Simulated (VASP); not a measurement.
Fe: single point with BLYP

Crystal: Fe.

```
Fe
1.0
     2.43805    0.00000    0.00000
     0.00000    2.43805    0.00000
     0.00000    0.00000    2.43805
Fe
1
Cartesian
  0.0000 0.0000 0.0000
```

This cell differs from its parent crystal: volume scaled by 1.04.

```json
{
  "Program": "VASP 6.6.1",
  "Task": "single point",
  "Functional": "BLYP",
  "Potentials or basis": "VASP PAW PBE potentials, release 64 (Fe)",
  "Cutoff": "520 eV",
  "k mesh": "15 × 15 × 15",
  "Occupations": "fermi-dirac, width 0.05 eV",
  "Spin": "collinear spin, ferromagnetic start",
  "Starting moments": "[2.405] μB",
  "Dipole correction": "no",
  "Further INCAR settings": "ALGO = Normal; EDIFF = 1e-07; NBANDS = 14"
}
```

| Item | Value |
| --- | --- |
| Pressure | -4.6 GPa |
| Net moment | 2.42 μB per cell |
| Site moments | Fe +2.41 μB |
| Valence electrons inside the program's atomic spheres | Fe 7.09 |

Levels at points of the mesh, in eV from the Fermi level:
Spin up:
```
           k point  band 3  band 4  band 5  band 6  band 7  band 8
(0.00, 0.00, 0.00)   -3.56   -0.68   -0.68   -0.68   17.76   17.76
```
Spin down:
```csv
k point,band 1,band 2,band 3,band 4,band 5,band 6,band 7,band 8
"(0.00, 0.00, 0.00)",-6.92,-2.13,-2.13,2.29,2.29,2.29,18.31,18.31
```

It used 30 s of CPU time on 1 thread of Intel Xeon 6975P-C (shared host).

Caveat: the PAW data sets were made with another functional, which shifts forces and pressure a little.
